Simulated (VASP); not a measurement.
# LaNb2N2 (P6/mmm) in VASP: single point with PBE

Aim: the single point of LaNb2N2 with PBE.

All numbers are computed with VASP 6.6.1; they aren't measurements. Logs are shortened: lines on timing, memory, paths and dates and some standing lists are left out, and cuts for length are marked.

**1. The cell of the first run**

Symmetry: P6/mmm, No. 191, hexagonal system. The conventional cell has a = 4.338 Å, b = 4.338 Å, c = 5.993 Å, α = 90.00°, β = 90.00°, γ = 120.00°. Within 3.1 Å of La (site symmetry 6/mmm) lie 2 N at 2.33 Å. Within 3.3 Å of Nb (site symmetry -6m2) lie 3 Nb at 2.50 Å and 6 N at 2.59 Å. Within 1.8 Å of N (site symmetry 6mm) lie 1 N at 1.33 Å.

The cell was generated, and may not be a known phase.

**2. Single point, PBE**

The input, INCAR:

```
SYSTEM = LaNb2N2
ALGO = Normal
EDIFF = 1E-6
ENCUT = 1330
GGA = PE
GGA_COMPAT = .FALSE.
ISIF = 2
ISMEAR = 0
LASPH = .TRUE.
LCHARG = .TRUE.
LELF = .TRUE.
LMAXMIX = 6
LREAL = .FALSE.
LVHAR = .TRUE.
LWAVE = .FALSE.
NBANDS = 32
NELM = 200
PREC = Accurate
SIGMA = 0.1
```

The input, KPOINTS:

```
k-points
0
G
  6 6 4
  0 0 0
```

The input, POSCAR:

```
LaNb2N2
1.0
    4.3377570738      0.0000000033      0.0000000000
   -2.1688785397      3.7566078197      0.0000000000
    0.0000000000      0.0000000000      5.9927269141
La Nb N
1 2 2
Direct
    0.0000000000      0.0000000000      0.5000000000
    0.3333333333      0.6666666667      0.0000000000
    0.6666666667      0.3333333333      0.0000000000
    0.0000000000      0.0000000000      0.8890536068
    0.0000000000      0.0000000000      0.1109463932
```

Potentials or basis: VASP PAW PBE potentials, release 64 (La, Nb_sv, N_h).

Command:

```bash
$ cat potpaw_PBE.64/La/POTCAR potpaw_PBE.64/Nb_sv/POTCAR potpaw_PBE.64/N_h/POTCAR > POTCAR
$ mpirun -np 1 vasp_std > vasp.out
```

OUTCAR:

```text
SYSTEM = LaNb2N2
   EDIFF = 1E-6
   ENCUT = 1330
   GGA = PE
   ISIF = 2
   ISMEAR = 0
   LASPH = .TRUE.
   LREAL = .FALSE.
   NELM = 200
   PREC = Accurate

 ion  position               nearest neighbor table
   1  0.000  0.000  0.500-   4 2.33   5 2.33
   2  0.333  0.667  0.000-   3 2.50   3 2.50   3 2.50
   3  0.667  0.333  0.000-   2 2.50   2 2.50   2 2.50
   4  0.000  0.000  0.889-   5 1.33   1 2.33
   5  0.000  0.000  0.111-   4 1.33   1 2.33

  LATTYP: Found a hexagonal cell.
 ALAT       =     4.3377570738
 C/A-ratio  =     1.3815266305

  Lattice vectors:

 A1 = (   4.3377570738,   0.0000000033,   0.0000000000)
 A2 = (  -2.1688785397,   3.7566078197,   0.0000000000)
 A3 = (   0.0000000000,   0.0000000000,   5.9927269141)

Analysis of symmetry for initial positions (statically):
=====================================================================
 Subroutine PRICEL returns:
 Original cell was already a primitive cell.

 Routine SETGRP: Setting up the symmetry group for a
 hexagonal supercell.

 Subroutine GETGRP returns: Found 24 space group operations
 (whereof 24 operations were pure point group operations)
 out of a pool of 24 trial point group operations.

The static configuration has the point symmetry D_6h.

Analysis of symmetry for dynamics (positions and initial velocities):
=====================================================================
 Subroutine PRICEL returns:
 Original cell was already a primitive cell.

 Routine SETGRP: Setting up the symmetry group for a
 hexagonal supercell.

 Subroutine GETGRP returns: Found 24 space group operations
 (whereof 24 operations were pure point group operations)
 out of a pool of 24 trial point group operations.

The dynamic configuration has the point symmetry D_6h.

 Subroutine INISYM returns: Found 24 space group operations
 (whereof 24 operations are pure point group operations),
 and found     1 'primitive' translations

----------------------------------------------------------------------------------------

                                     Primitive cell

  volume of cell :      97.6530

  direct lattice vectors                    reciprocal lattice vectors
     4.337757074  0.000000003  0.000000000     0.230533887  0.133098802  0.000000000
    -2.168878540  3.756607820  0.000000000    -0.000000000  0.266197604  0.000000000
     0.000000000  0.000000000  5.992726914     0.000000000  0.000000000  0.166868942

  length of vectors
     4.337757074  4.337757074  5.992726914     0.266197604  0.266197604  0.166868942
[... 85 lines left out ...]
   EDIFFG = 0.1E-04   stopping-criterion for IOM
   NSW    =      0    number of steps for IOM
   IBRION =     -1    ionic relax: 0-MD 1-quasi-New 2-CG
   NFREE  =      0    steps in history (QN), initial steepest desc. (CG)
   ISIF   =      2    stress and relaxation
   ISYM   =      2    0-nonsym 1-usesym 2-fastsym
   POTIM  = 0.5000    time-step for ionic-motion
   TEBEG  =    0.0;   TEEND  =   0.0 temperature during run
   PSTRESS=    0.0 pullay stress
   NELECT =      47.0000    total number of electrons
   NUPDOWN=      -1.0000    fix difference up-down
   EMIN   =  10.00;   EMAX   =-10.00  energy-range for DOS
   EFERMI =   0.00;   METHOD = LEGACY
   ISMEAR =     0;   SIGMA  =   0.10  broadening in eV -4-tet -1-fermi 0-gaus
   EFERMI_NEDOS =   21; number of points for ismear=-14 and -15
   IALGO  =     38    algorithm
   IMIX   =      4    mixing-type and parameters
     AMIX     =   0.40;   BMIX     =  1.00
     AMIX_MAG =   1.60;   BMIX_MAG =  1.00
  volume/ion in A,a.u.               =      19.53       131.80
  Fermi-wavevector in a.u.,A,eV,Ry     =   1.282957  2.424438 22.394916  1.645980
  Thomas-Fermi vector in A             =   2.415239
   LORBIT       =      0    0 simple, 1 ext, 2 COOP (PROOUT), +10 PAW based schemes
   GGA     = PE    functional components
   LHFCALC =     F    Hartree Fock is set to
   AEXX    =    0.0000 exact exchange contribution
   IVDW    =     0    specifies the selected vdW correction
   LEPSILON=     F    determine dielectric tensor
   LRPA    =     F    only Hartree local field effects (RPA)
 non-spin polarized calculation
 Gauss-broadening in eV      SIGMA  =   0.10
  energy-cutoff  :     1330.00
  volume of cell :       97.65
 maximum number of plane-waves:     10797
 NGX is ok and might be reduce to    54
   NGX = 25   NGY = 25   NGZ = 35

 number of electron      47.0000000 magnetization

 Free energy of the ion-electron system (eV)
  ---------------------------------------------------
  ext. energy  EPLUGINS =         0.00000000
  ---------------------------------------------------
  free energy    TOTEN  =       -39.48729713 eV

  energy without entropy =      -39.46773866  energy(sigma->0) =      -39.47751789

 E-fermi :   8.0336     XC(G=0): -10.4849

 val. band max:        8.0324894989   @ k =   0.5000   0.0000   0.2500
 cond. band min:       8.0631683233   @ k =   0.1667   0.0000   0.0000
 fundamental gap:      0.0306788244
 Fermi energy:         8.0336262339

 k-point     1 :       0.0000    0.0000    0.0000
  band No.  band energies     occupation
      1     -46.8450      2.00000
      2     -46.2011      2.00000
      3     -24.4440      2.00000
      4     -23.6579      2.00000
      5     -23.6579      2.00000
      6     -22.8506      2.00000
[... 724 lines left out ...]
     31      10.5403      0.00000
     32      10.5406      0.00000

------------------------ aborting loop because EDIFF is reached ----------------------------------------

  FORCE on cell =-STRESS in cart. coord.  units (eV):
  Direction    XX          YY          ZZ          XY          YZ          ZX
  --------------------------------------------------------------------------------------
  -------------------------------------------------------------------------------------
  Total        0.1215296      0.1215296     -0.1221358      0.0000000     -0.0000000      0.0000000
  in kB        1.9939170      1.9939170     -2.0038636      0.0000000     -0.0000000      0.0000000
  external PRESSURE =       0.6613235 kB  Pullay stress =       0.0000000 kB

 VOLUME and BASIS-vectors are now :
 -----------------------------------------------------------------------------
  energy-cutoff  :     1330.00
  volume of cell :       97.65
      direct lattice vectors                 reciprocal lattice vectors
     4.337757074  0.000000003  0.000000000     0.230533887  0.133098802  0.000000000
    -2.168878540  3.756607820  0.000000000    -0.000000000  0.266197604  0.000000000
     0.000000000  0.000000000  5.992726914     0.000000000  0.000000000  0.166868942

 POSITION                                       TOTAL-FORCE (eV/Angst)
 -----------------------------------------------------------------------------------
      0.00000      0.00000      2.99636        -0.000000     -0.000000     -0.000000
     -0.00000      2.50441      0.00000        -0.000000      0.000000     -0.000000
      2.16888      1.25220      0.00000         0.000000      0.000000     -0.000000
      0.00000      0.00000      5.32786        -0.000000     -0.000000     -0.020192
      0.00000      0.00000      0.66487        -0.000000     -0.000000      0.020192
 -----------------------------------------------------------------------------------
    total drift:                               -0.000000      0.000000     -0.000000

  FREE ENERGIE OF THE ION-ELECTRON SYSTEM (eV)
  ---------------------------------------------------
  free  energy   TOTEN  =       -39.4872971266 eV

  energy  without entropy=      -39.4677386609  energy(sigma->0) =      -39.47751789
```

OSZICAR:

```text
N       E                     dE             d eps       ncg     rms          rms(c)
DAV:   1     0.822978002050E+03    0.82298E+03   -0.35154E+04  1488   0.382E+03
DAV:   2     0.129613303728E+03   -0.69336E+03   -0.64349E+03  1448   0.758E+02
DAV:   3    -0.192948422137E+02   -0.14891E+03   -0.13913E+03  2304   0.294E+02
DAV:   4    -0.399451663427E+02   -0.20650E+02   -0.19450E+02  2408   0.857E+01
DAV:   5    -0.420048607696E+02   -0.20597E+01   -0.19347E+01  2552   0.274E+01    0.123E+01
DAV:   6    -0.400562698883E+02    0.19486E+01   -0.29453E+01  2368   0.238E+01    0.660E+00
DAV:   7    -0.394842895895E+02    0.57198E+00   -0.54763E+00  2408   0.136E+01    0.368E+00
DAV:   8    -0.394980869675E+02   -0.13797E-01   -0.94601E-01  2336   0.562E+00    0.184E+00
DAV:   9    -0.394848585781E+02    0.13228E-01   -0.14204E-01  2448   0.234E+00    0.587E-01
DAV:  10    -0.394872081050E+02   -0.23495E-02   -0.32163E-02  2320   0.126E+00    0.280E-01
DAV:  11    -0.394872549947E+02   -0.46890E-04   -0.48679E-03  2320   0.524E-01    0.947E-02
DAV:  12    -0.394872913394E+02   -0.36345E-04   -0.70420E-04  2504   0.174E-01    0.263E-02
DAV:  13    -0.394872959303E+02   -0.45910E-05   -0.74572E-05  2424   0.681E-02    0.116E-02
DAV:  14    -0.394872967669E+02   -0.83657E-06   -0.11356E-05  2320   0.193E-02    0.494E-03
DAV:  15    -0.394872971266E+02   -0.35972E-06   -0.24827E-06  1672   0.147E-02
   1 F= -.39487297E+02 E0= -.39477518E+02  d E =-.195585E-01
```

stdout:

```text
POSCAR found type information on POSCAR LaNbN
 POSCAR found :  3 types and       5 ions
 scaLAPACK will be used
 LDA part: xc-table for (Slater+PW92), standard interpolation
 POSCAR, INCAR and KPOINTS ok, starting setup
 FFT: planning ... GRIDC
 FFT: planning ... GRID_SOFT
 FFT: planning ... GRID
 WAVECAR not read
 entering main loop
```

Run time: 12 min. Hardware: 1 thread of AMD EPYC 7R43 (Zen 3), shared host; peak memory 0.63 GiB.

Results:

| Item | Value |
| --- | --- |
| Free energy | -39.4873 eV |
| Pressure | 0.1 GPa |
| Largest force | 0.020 eV/Å |
| Band gap on the k mesh | zero (an odd number of electrons rules out a gap without spin polarisation) |

Forces on the atoms (eV/Å):
```
La   0.000  0.000  0.000
Nb   0.000  0.000  0.000
Nb   0.000  0.000  0.000
N    0.000  0.000 -0.020
N    0.000  0.000  0.020
```

Stress tensor (GPa, compression positive):
```
 0.20  0.00  0.00
 0.00  0.20  0.00
 0.00  0.00 -0.20
```

Caveat: spin-orbit coupling is left out, which moves the levels of the heavy elements.

The gap in the log of VASP goes by the Fermi energy; the results here count the filled bands.